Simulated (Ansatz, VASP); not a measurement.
**Ge in VASP and in Ansatz**

The input INCAR:

```
ALGO = Normal ; EDIFF = 1E-6
ENCUT = 500 ; GGA = PE
GGA_COMPAT = F ; ISIF = 2
ISMEAR = 0 ; LASPH = T
LCHARG = F ; LREAL = F
LWAVE = F ; NBANDS = 21
NELM = 120 ; PREC = Accurate
SIGMA = 0.15
```

KPOINTS

```
k-points
0
Gamma
  14 14 14
```

Contents of POSCAR:

```
Ge
1.0
    0.0000000000      2.8287700000      2.8287700000
    2.8287700000      0.0000000000      2.8287700000
    2.8287700000      2.8287700000      0.0000000000
Ge
2
Direct
    0.5176755268      0.4823244732      0.4823244732
    0.7500000000      0.7500000000      0.7500000000
```

Input for Ansatz:

```yaml
crystal:
  lattice:
    - [0.0, 2.82877, 2.82877]
    - [2.82877, 0.0, 2.82877]
    - [2.82877, 2.82877, 0.0]
  atoms:
    - { symbol: Ge, position: [0.5176755268, 0.4823244732, 0.4823244732] }
    - { symbol: Ge, position: [0.75, 0.75, 0.75] }
basis:
  ecutwfc: 420
kpoints:
  mp_grid: { grid: [14, 14, 14] }
hamiltonian:
  xc: pbe
scf:
  occupations: { method: gaussian, width: 0.15 }
output:
  forces: true
  stress: true
  eigenvalues: true
```

Alike in both runs: task single point; functional PBE; k mesh 14 × 14 × 14; occupations gaussian, width 0.15 eV; no spin polarisation.

```csv
,VASP,Ansatz
version,VASP 6.6.1,Ansatz 0.2.0
potentials or method,"VASP PAW PBE potentials, release 64 (Ge_d), cutoff 500 eV","scalar-relativistic, plane waves, PAW"
valence electrons in the cell,28,28
```

|  | VASP | Ansatz | Ansatz less VASP |
| --- | --- | --- | --- |
| gap on the k mesh at the Fermi level (eV) | none | none | - |
| pressure (GPa) | 3.9 | 4.0 | +0.16 |
| traceless stress, the component that is largest in VASP (GPa) | -3.32 | -3.34 | -0.025 |
| rms of the force components (eV/Å) | 0.651 | 0.652 | +0.0006 |

Atom by atom the forces differ by 0.001 eV/Å (rms over components). A gap of «none» marks a metal or a gap that the smearing closes.
